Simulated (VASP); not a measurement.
A run of VASP 6.6.1:

File INCAR:

```
SYSTEM = La2O3
ALGO = Normal
EDIFF = 1E-6
ENCUT = 520
GGA = PE
ISIF = 2
ISMEAR = 1
LASPH = .True.
LCHARG = .False.
LREAL = .False.
LWAVE = .False.
NBANDS = 28
NELM = 100
PREC = Accurate
SIGMA = 0.1
```

File KPOINTS:

```
k-points
0
Gamma
  4 4 2
  0 0 0
```

POSCAR

```
La2O3
1.0
    3.8481300000      0.0294100000      0.0399400000
   -1.8986000000      3.4200300000     -0.0170600000
    0.0621000000      0.0052300000      5.8891900000
La O
2 3
Direct
    0.6651900000      0.3153500000      0.7641500000
    0.3101582767      0.6561657998      0.2507993459
    0.6331900000      0.3325100000      0.3454700000
    0.3551100000      0.6860800000      0.6438400000
    0.0044200000      0.0167600000      0.9826100000
```

Potentials or basis: VASP PAW PBE potentials, release 64 (La, O).

Command:

```console
$ cat potpaw_PBE.64/La/POTCAR potpaw_PBE.64/O/POTCAR > POTCAR
$ mpirun -np 1 vasp_std > vasp.out
```

Hardware: 1 thread of AMD EPYC 7R13, on a shared host.

How long does it take, and how much memory?

It took 110 s on 1 thread of AMD EPYC 7R13, with other jobs on the host, peak memory 0.19 GiB. Counts: scf iterations 16, k points 20.
